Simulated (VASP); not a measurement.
# PtS2: single point with PBE+D3(BJ)

The system is PtS2, a slab with vacuum.

```xyz
3
Lattice="3.4470 0.0000 0.0000 -1.7235 2.9852 0.0000 0.0000 0.0000 30.8255" Properties=species:S:1:pos:R:3 pbc="T T T"
S     1.7235    0.9951   14.1922
S     0.0000    1.9901   16.6332
Pt    0.0000    0.0000   15.4127
```

```json
{"Program": "VASP 6.6.1", "Task": "single point", "Functional": "PBE", "Dispersion": "D3(BJ)", "Potentials or basis": "VASP PAW PBE potentials, release 64 (S, Pt)", "Cutoff": "520 eV", "k mesh": "9 × 9 × 1", "Occupations": "gaussian, width 0.02 eV", "Spin": "no spin polarisation"}
```

- Largest force: 1.062 eV/Å
- Band gap on the k mesh: 1.97 eV (least direct gap 2.07 eV)
- Dispersion energy per atom: -0.293 eV

Forces on the atoms (eV/Å):
```
S    0.000  0.000 -1.062
S    0.000  0.000  1.062
Pt   0.000  0.000  0.000
```

Levels at points of the mesh, in eV from the valence-band top:
| k point | band 8 | band 9 | band 10 | band 11 | band 12 | band 13 | band 14 | band 15 |
| --- | --- | --- | --- | --- | --- | --- | --- | --- |
| (0.00, 0.00, 0.00) | -0.85 | -0.83 | -0.20 | -0.20 | 3.59 | 3.59 | 5.55 | 5.68 |

Wall time 4.6 min on 1 thread of Intel Xeon 8259CL (shared host), peak memory 0.49 GiB.

Caveat: spin-orbit coupling is left out, which moves the levels of the heavy elements.
